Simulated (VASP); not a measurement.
# Gd (Im-3m) in VASP: single point with PBE

Aim: the single point of Gd with PBE.

Everything below comes from runs of VASP 6.6.1. Logs are shortened: lines on timing, memory, paths and dates and some standing lists are left out, and cuts for length are marked.

### 1 The cell of the first run

Symmetry: Im-3m, No. 229, cubic system. Conventional cell: a = 4.046 Å, b = 4.046 Å, c = 4.046 Å, α = 90.00°, β = 90.00°, γ = 90.00°. Gd (site symmetry m-3m) has 14 Gd at 3.50 to 4.05 Å within 4.6 Å.

This isn't the form of Gd at room conditions, which is hcp.

### 2 Single point, PBE

File INCAR:

```
SYSTEM = Gd
PREC = Accurate ; ENCUT = 690
EDIFF = 1E-6 ; ISMEAR = 0
SIGMA = 0.05 ; LREAL = .False.
LASPH = .True. ; NELM = 300
ALGO = All ; ISIF = 2
LWAVE = .False. ; LCHARG = .True.
GGA = PE ; LVHAR = .True.
NBANDS = 15 ; GGA_COMPAT = .False.
LMAXMIX = 6 ; ISEARCH = 1
KPAR = 4
```

File KPOINTS:

```
regular mesh
0
Gamma
  14 14 14
  0 0 0
```

File POSCAR:

```
Gd
1.0
   -2.0232459258      2.0232459258      2.0232459258
    2.0232459258     -2.0232459258      2.0232459258
    2.0232459258      2.0232459258     -2.0232459258
Gd
1
Direct
    0.0000000000      0.0000000000      0.0000000000
```

Potentials or basis: VASP PAW PBE potentials, release 64 (Gd).

Started as:

```sh
$ cat potpaw_PBE.64/Gd/POTCAR > POTCAR
$ mpirun -np 4 vasp_std > vasp.out
```

OUTCAR:

```text
SYSTEM = Gd
   PREC = Accurate
   ENCUT = 690
   EDIFF = 1E-6
   ISMEAR = 0
   LREAL = .False.
   LASPH = .True.
   NELM = 300
   ISIF = 2
   GGA = PE

 ion  position               nearest neighbor table
   1  0.000  0.000  0.000-

  LATTYP: Found a body centered cubic cell.
 ALAT       =     4.0464918516

  Lattice vectors:

 A1 = (  -2.0232459258,   2.0232459258,   2.0232459258)
 A2 = (   2.0232459258,  -2.0232459258,   2.0232459258)
 A3 = (   2.0232459258,   2.0232459258,  -2.0232459258)

Analysis of symmetry for initial positions (statically):
=====================================================================
 Subroutine PRICEL returns:
 Original cell was already a primitive cell.

 Routine SETGRP: Setting up the symmetry group for a
 body centered cubic supercell.

 Subroutine GETGRP returns: Found 48 space group operations
 (whereof 48 operations were pure point group operations)
 out of a pool of 48 trial point group operations.

The static configuration has the point symmetry O_h .

Analysis of symmetry for dynamics (positions and initial velocities):
=====================================================================
 Subroutine PRICEL returns:
 Original cell was already a primitive cell.

 Routine SETGRP: Setting up the symmetry group for a
 body centered cubic supercell.

 Subroutine GETGRP returns: Found 48 space group operations
 (whereof 48 operations were pure point group operations)
 out of a pool of 48 trial point group operations.

The dynamic configuration has the point symmetry O_h .

 Subroutine INISYM returns: Found 48 space group operations
 (whereof 48 operations are pure point group operations),
 and found     1 'primitive' translations

----------------------------------------------------------------------------------------

                                     Primitive cell

  volume of cell :      33.1288

  direct lattice vectors                    reciprocal lattice vectors
    -2.023245926  2.023245926  2.023245926     0.000000000  0.247127645  0.247127645
     2.023245926 -2.023245926  2.023245926     0.247127645  0.000000000  0.247127645
     2.023245926  2.023245926 -2.023245926     0.247127645  0.247127645  0.000000000

  length of vectors
     3.504364740  3.504364740  3.504364740     0.349491267  0.349491267  0.349491267

  position of ions in fractional coordinates (direct lattice)
     0.000000000  0.000000000  0.000000000

  ion indices of the primitive-cell ions
   primitive index   ion index
                 1           1

----------------------------------------------------------------------------------------

 KPOINTS: regular mesh

Automatic generation of k-mesh.
 Grid dimensions read from file:
 generate k-points for:   14   14   14

 Generating k-lattice:

  Cartesian coordinates                     Fractional coordinates (reciprocal lattice)
     0.000000000  0.017651975  0.017651975     0.071428571  0.000000000  0.000000000
     0.017651975  0.000000000  0.017651975     0.000000000  0.071428571  0.000000000
     0.017651975  0.017651975  0.000000000     0.000000000  0.000000000  0.071428571

  Length of vectors
     0.024963662  0.024963662  0.024963662

  Shift w.r.t. Gamma in fractional coordinates (k-lattice)
     0.000000000  0.000000000  0.000000000

 Subroutine IBZKPT returns following result:
 ===========================================

 Found    104 irreducible k-points:

 Following reciprocal coordinates:
            Coordinates               Weight
  0.000000  0.000000  0.000000      1.000000
  0.071429  0.000000  0.000000     12.000000
  0.142857  0.000000  0.000000     12.000000
  0.214286  0.000000  0.000000     12.000000
  0.285714  0.000000  0.000000     12.000000
  0.357143  0.000000  0.000000     12.000000
[... 16 lines left out ...]
  0.285714  0.285714  0.000000     24.000000
  0.357143  0.285714  0.000000     24.000000
 [... further k-points ...]
   k-points           NKPTS =    104   k-points in BZ     NKDIM =    104   number of bands    NBANDS=     15
   number of dos      NEDOS =    301   number of ions     NIONS =      1
   total plane-waves  NPLWV =  27000
   dimension x,y,z NGX =    30 NGY =   30 NGZ =   30
   dimension x,y,z NGXF=    60 NGYF=   60 NGZF=   60
   ions per type =               1
   NGX,Y,Z   is equivalent  to a cutoff of  14.23, 14.23, 14.23 a.u.
   NGXF,Y,Z  is equivalent  to a cutoff of  28.46, 28.46, 28.46 a.u.
 SYSTEM =  Gd
   PREC   = accura    normal or accurate (medium, high low for compatibility)
   ISTART =      0    job   : 0-new  1-cont  2-samecut
   ICHARG =      2    charge: 1-file 2-atom 10-const
   ISPIN  =      1    spin polarized calculation?
   LNONCOLLINEAR =      F non collinear calculations
   LSORBIT =      F    spin-orbit coupling
   LASPH  =      T    aspherical Exc in radial PAW
   ENCUT  =  690.0 eV  50.71 Ry    7.12 a.u.   7.51  7.51  7.51*2*pi/ulx,y,z
   NELM   =    300;   NELMIN=  2; NELMDL= -5     # of ELM steps
   EDIFF  = 0.1E-05   stopping-criterion for ELM
   LREAL  =      F    real-space projection
   EDIFFG = 0.1E-04   stopping-criterion for IOM
   NSW    =      0    number of steps for IOM
   IBRION =     -1    ionic relax: 0-MD 1-quasi-New 2-CG
   NFREE  =      0    steps in history (QN), initial steepest desc. (CG)
   ISIF   =      2    stress and relaxation
   ISYM   =      2    0-nonsym 1-usesym 2-fastsym
   POTIM  = 0.5000    time-step for ionic-motion
   TEBEG  =    0.0;   TEEND  =   0.0 temperature during run
   PSTRESS=    0.0 pullay stress
   NELECT =      18.0000    total number of electrons
   NUPDOWN=      -1.0000    fix difference up-down
   EMIN   =  10.00;   EMAX   =-10.00  energy-range for DOS
   EFERMI =   0.00;   METHOD = LEGACY
   ISMEAR =     0;   SIGMA  =   0.05  broadening in eV -4-tet -1-fermi 0-gaus
   EFERMI_NEDOS =   21; number of points for ismear=-14 and -15
   IALGO  =     58    algorithm
   IMIX   =      4    mixing-type and parameters
     AMIX     =   0.40;   BMIX     =  1.00
     AMIX_MAG =   1.60;   BMIX_MAG =  1.00
  volume/ion in A,a.u.               =      33.13       223.56
  Fermi-wavevector in a.u.,A,eV,Ry     =   1.335868  2.524425 24.280199  1.784544
  Thomas-Fermi vector in A             =   2.464539
   LORBIT       =      0    0 simple, 1 ext, 2 COOP (PROOUT), +10 PAW based schemes
   GGA     = PE    functional components
   LHFCALC =     F    Hartree Fock is set to
   AEXX    =    0.0000 exact exchange contribution
   IVDW    =     0    specifies the selected vdW correction
   LEPSILON=     F    determine dielectric tensor
   LRPA    =     F    only Hartree local field effects (RPA)
 non-spin polarized calculation
 Gauss-broadening in eV      SIGMA  =   0.05
  energy-cutoff  :      690.00
  volume of cell :       33.13
 maximum number of plane-waves:      1409
   NGX = 15   NGY = 15   NGZ = 15

 number of electron      18.0000001 magnetization

 Free energy of the ion-electron system (eV)
  ---------------------------------------------------
  ext. energy  EPLUGINS =         0.00000000
  ---------------------------------------------------
  free energy    TOTEN  =        -4.20907453 eV

  energy without entropy =       -4.17165590  energy(sigma->0) =       -4.19036521

 E-fermi :   2.6266     XC(G=0):  -9.9172

 val. band max:        2.6211790808   @ k =  -0.2857   0.4286   0.0714
 cond. band min:       2.6248581754   @ k =  -0.1429   0.1429   0.0714
 fundamental gap:      0.0036790946
 Fermi energy:         2.6265676852

 k-point     1 :       0.0000    0.0000    0.0000
  band No.  band energies     occupation
      1     -39.5899      2.00000
      2     -17.2126      2.00000
      3     -17.2126      2.00000
      4     -17.2126      2.00000
      5      -1.6201      2.00000
      6       2.5334      1.98689
      7       2.5334      1.98688
      8       2.5334      1.98687
      9       2.6684      0.17831
     10       2.6684      0.17822
     11       2.6684      0.17732
     12       2.7144      0.00814
     13       5.2671      0.00000
     14       5.2647      0.00000
     15       5.2232      0.00000

 k-point     2 :       0.0714    0.0000    0.0000
  band No.  band energies     occupation
      1     -39.5858      2.00000
      2     -17.2581      2.00000
      3     -17.2262      2.00000
      4     -17.2129      2.00000
      5      -1.4671      2.00000
      6       2.5302      1.98991
      7       2.5357      1.98430
      8       2.5381      1.98107
      9       2.6588      0.28356
     10       2.6624      0.23972
     11       2.6643      0.21866
     12       2.6998      0.02566
     13       5.1997      0.00000
     14       5.2917      0.00000
     15       5.2805      0.00000

 k-point     3 :       0.1429    0.0000    0.0000
  band No.  band energies     occupation
      1     -39.5744      2.00000
      2     -17.3833      2.00000
      3     -17.2640      2.00000
      4     -17.2139      2.00000
      5      -1.0329      2.00000
      6       2.5218      1.99510
      7       2.5392      1.97950
      8       2.5528      1.94679
      9       2.6289      0.82167
     10       2.6339      0.71155
     11       2.6567      0.31026
     12       2.6862      0.06478
     13       4.9091      0.00000
     14       4.9798      0.00000
     15       5.9083      0.00000
[... 343 lines left out ...]
 k-point    23 :       0.2857    0.2857    0.0000
  band No.  band energies     occupation
      1     -39.4999      2.00000
      2     -17.8898      2.00000
      3     -17.6654      2.00000
      4     -17.3133      2.00000
      5       2.1096      2.00000
      6       2.4817      1.99992
      7       2.4871      1.99985
      8       2.5199      1.99584
      9       2.6625      0.24332
     10       2.7035      0.01999
     11       2.7575      0.00011
     12       2.8241      0.00000
     13       3.3283      0.00000
     14       3.8005      0.00000
     15       7.5429      0.00000

 k-point    24 :       0.3571    0.2857    0.0000
  band No.  band energies     occupation
      1     -39.4974      2.00000
      2     -17.8575      2.00000
      3     -17.7282      2.00000
      4     -17.3177      2.00000
      5       2.1967      2.00000
      6       2.4836      1.99990
      7       2.4952      1.99964
      8       2.5050      1.99899
      9       2.6756      0.12426
     10       2.7070      0.01502
     11       2.7820      0.00001
     12       2.9087      0.00000
     13       3.4109      0.00000
     14       3.6059      0.00000
     15       7.6684      0.00000

 [... further k-points ...]

------------------------ aborting loop because EDIFF is reached ----------------------------------------

  FORCE on cell =-STRESS in cart. coord.  units (eV):
  Direction    XX          YY          ZZ          XY          YZ          ZX
  --------------------------------------------------------------------------------------
  -------------------------------------------------------------------------------------
  Total       -0.6162967     -0.6162967     -0.6162967     -0.0000000      0.0000000     -0.0000000
  in kB      -29.8053645    -29.8053645    -29.8053645     -0.0000000      0.0000000     -0.0000000
  external PRESSURE =     -29.8053645 kB  Pullay stress =       0.0000000 kB

 VOLUME and BASIS-vectors are now :
 -----------------------------------------------------------------------------
  energy-cutoff  :      690.00
  volume of cell :       33.13
      direct lattice vectors                 reciprocal lattice vectors
    -2.023245926  2.023245926  2.023245926     0.000000000  0.247127645  0.247127645
     2.023245926 -2.023245926  2.023245926     0.247127645  0.000000000  0.247127645
     2.023245926  2.023245926 -2.023245926     0.247127645  0.247127645  0.000000000

 POSITION                                       TOTAL-FORCE (eV/Angst)
 -----------------------------------------------------------------------------------
      0.00000      0.00000      0.00000         0.000000     -0.000000      0.000000
 -----------------------------------------------------------------------------------
    total drift:                               -0.000000     -0.000000      0.000000

  FREE ENERGIE OF THE ION-ELECTRON SYSTEM (eV)
  ---------------------------------------------------
  free  energy   TOTEN  =        -4.2090745269 eV

  energy  without entropy=       -4.1716550207  energy(sigma->0) =       -4.19036477
```

Wall time 1.9 min (4 MPI ranks of Intel Xeon Platinum 8375C at 2.90GHz (Ice Lake), shared host); peak memory 0.3 GiB.

What came out:

| Item | Value |
| --- | --- |
| Free energy | -4.2091 eV |
| Pressure | -3.0 GPa |
| Band gap on the k mesh | zero (bands 9 and 10 overlap by 0.21 eV) |

Caveat: spin-orbit coupling is left out, which moves the levels of the heavy elements; the run has no spin polarisation, though such a crystal can be magnetic; semilocal functionals describe open f shells poorly, which spoils levels, moments and volumes.
